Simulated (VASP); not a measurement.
## Al3P2: single point with PBE

Crystal: Al3P2.

```
Al P
1.0
     3.99358    0.00000    0.00000
    -1.99679    3.45854    0.00000
     0.00000    0.00000    6.52799
Al P
3 2
Direct
  0.00000 0.00000 0.71394
  0.00000 0.00000 0.28606
  0.66667 0.33333 0.00000
  0.66667 0.33333 0.50000
  0.33333 0.66667 0.00000
```

The cell was generated, and may not be a known phase.

| Quantity | Value |
| --- | --- |
| Program | VASP 6.6.1 |
| Task | single point |
| Functional | PBE |
| Potentials or basis | VASP PAW PBE potentials, release 64 (Al, P) |
| Cutoff | 520 eV |
| k mesh | 12 × 12 × 8 |
| Occupations | gaussian, width 0.1 eV |
| Spin | no spin polarisation |
| Dipole correction | no |
| Further INCAR settings | ALGO = Normal; EDIFF = 1e-06; NBANDS = 18 |

- Pressure: -0.1 GPa
- Largest force: 0.006 eV/Å
- Band gap on the k mesh: zero (an odd number of electrons rules out a gap without spin polarisation)

Forces on the atoms (eV/Å):
```
Al   0.000  0.000 -0.006
Al   0.000  0.000  0.006
Al   0.000  0.000  0.000
P    0.000  0.000  0.000
P    0.000  0.000  0.000
```

Levels at points of the mesh, in eV from the Fermi level:
```tsv
k point	band 7	band 8	band 9	band 10	band 11	band 12	band 13	band 14
(0.00, 0.00, 0.00)	-1.89	-1.53	-1.33	-0.45	1.09	1.09	3.00	3.60
(0.50, 0.00, 0.00)	-4.39	-2.50	-1.78	-0.20	0.50	1.41	3.02	3.73
(0.00, 0.00, 0.50)	-1.84	-1.84	-0.34	-0.01	0.59	0.59	2.57	2.57
(0.50, 0.00, 0.50)	-3.23	-3.00	-2.14	-1.54	0.61	0.75	3.59	3.60
```

It took 62 s on 1 thread of AMD EPYC 9R45 96-Core Processor (Zen 5), on a shared host, peak memory 0.25 GiB.
